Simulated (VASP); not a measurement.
MgS, 2 atoms in the cell. Symmetry: F-43m, No. 216, cubic system. Conventional cell: a = 5.628 Å, b = 5.628 Å, c = 5.628 Å, α = 90.00°, β = 90.00°, γ = 90.00°. Within 3.2 Å of Mg (site symmetry -43m) lie 4 S at 2.44 Å. S (site symmetry -43m) has 4 Mg at 2.44 Å within 3.2 Å. 

| Quantity | Value |
| --- | --- |
| Program | VASP 6.6.1 |
| Task | single point |
| Functional | LDA |
| Potentials or basis | VASP PAW LDA potentials, release 64 (Mg, S) |
| Cutoff | 600 eV |
| k mesh | 5 × 5 × 5 |
| Occupations | gaussian, width 0.01 eV |
| Spin | no spin polarisation |
| Dipole correction | no |
| Further INCAR settings | ALGO = Normal; EDIFF = 1e-06; NBANDS = 11 |

Potentials or basis: VASP PAW LDA potentials, release 64 (Mg, S).

Launch:

```sh
$ cat potpaw_LDA.64/Mg/POTCAR potpaw_LDA.64/S/POTCAR > POTCAR
$ mpirun -np 1 vasp_std > vasp.out
```

Hardware: 1 thread of Intel Xeon 6975P-C, on a shared host.

Task: How long does it take, and how much memory?

Result: Run time: 6.4 s on 1 thread of Intel Xeon 6975P-C, on a shared host, peak memory 0.15 GiB. Counts: scf iterations 12, k points 10.
